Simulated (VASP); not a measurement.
Os: single point with BLYP

Os:

```
Os
1.0
     4.98502    0.00000    0.00000
     0.00000    4.98502    0.00000
     0.00000    0.00000    4.98502
Os
8
Direct
  0.00000 0.00000 0.00000
  0.50000 0.50000 0.50000
  0.25000 0.00000 0.50000
  0.75000 0.00000 0.50000
  0.50000 0.25000 0.00000
  0.50000 0.75000 0.00000
  0.00000 0.50000 0.25000
  0.00000 0.50000 0.75000
```

```
Program                : VASP 6.6.1
Task                   : single point
Functional             : BLYP
Potentials or basis    : VASP PAW PBE potentials, release 64 (Os)
Cutoff                 : 520 eV
k mesh                 : 5 × 5 × 5
Occupations            : fermi-dirac, width 0.1 eV
Spin                   : no spin polarisation
Dipole correction      : no
Further INCAR settings : ALGO = Normal; EDIFF = 1e-06; NBANDS = 42
```

```json
{
  "Pressure": "2.3 GPa",
  "Band gap on the k mesh": "zero (bands 32 and 33 overlap by 0.45 eV)"
}
```

Levels at points of the mesh, in eV from the Fermi level:
```tsv
k point	band 28	band 29	band 30	band 31	band 32	band 33	band 34	band 35	band 36	band 37
(0.00, 0.00, 0.00)	-0.76	-0.63	-0.63	-0.63	-0.33	-0.33	0.42	0.42	1.27	1.27
```

It took 2.4 min on 1 thread of AMD EPYC 7R43 64-Core Processor (Zen 3) (shared host), peak memory 0.19 GiB.

Caveat: the PAW data sets were made with another functional, which shifts forces and pressure a little; spin-orbit coupling is left out, which moves the levels of the heavy elements.
